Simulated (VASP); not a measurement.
Here is a VASP 6.6.1 calculation.

The input POSCAR:

```
Zr
1.0
    3.2389618720      0.0000000000      0.0000000000
   -1.6194809360      2.8050232631      0.0000000000
    0.0000000000      0.0000000000      5.1690378712
Zr
2
Direct
    0.3333333333      0.6666666667      0.2500000000
    0.6666666667      0.3333333333      0.7500000000
```

File INCAR.step1:

```
SYSTEM = Zr
PREC = Accurate
ENCUT = 520
ISMEAR = 1
SIGMA = 0.1
LREAL = .FALSE.
LASPH = .TRUE.
NELM = 80
NBANDS = 19
GGA = PE
ALGO = Normal
EDIFF = 1E-4
LWAVE = .TRUE.
LCHARG = .FALSE.
```

File INCAR.step2:

```
SYSTEM = Zr
PREC = Accurate
ENCUT = 520
EDIFF = 1E-6
ISMEAR = 1
SIGMA = 0.1
LREAL = .FALSE.
LASPH = .TRUE.
NELM = 80
ALGO = Normal
ISIF = 2
LWAVE = .FALSE.
LCHARG = .FALSE.
METAGGA = R2SCAN
LMIXTAU = .TRUE.
NBANDS = 19
ISTART = 1
```

Contents of KPOINTS:

```
Automatic mesh
0
G
  9 9 5
  0 0 0
```

Potentials or basis: VASP PAW PBE potentials, release 64 (Zr_sv).

Launch:

```sh
$ cat potpaw_PBE.64/Zr_sv/POTCAR > POTCAR
$ cp INCAR.step1 INCAR
$ mpirun -np 1 vasp_std > vasp.out
$ cp INCAR.step2 INCAR
$ mpirun -np 1 vasp_std > vasp.out
```

Q: What does it give for the pressure?

A: 0.0 GPa.

Q: Estimate the band gap on the k mesh.

A: Zero (band 12 reaches 9.93 eV, above the bottom of band 13 at 8.62 eV).

Caveat: the PAW data sets were made with another functional, which shifts forces and pressure a little.
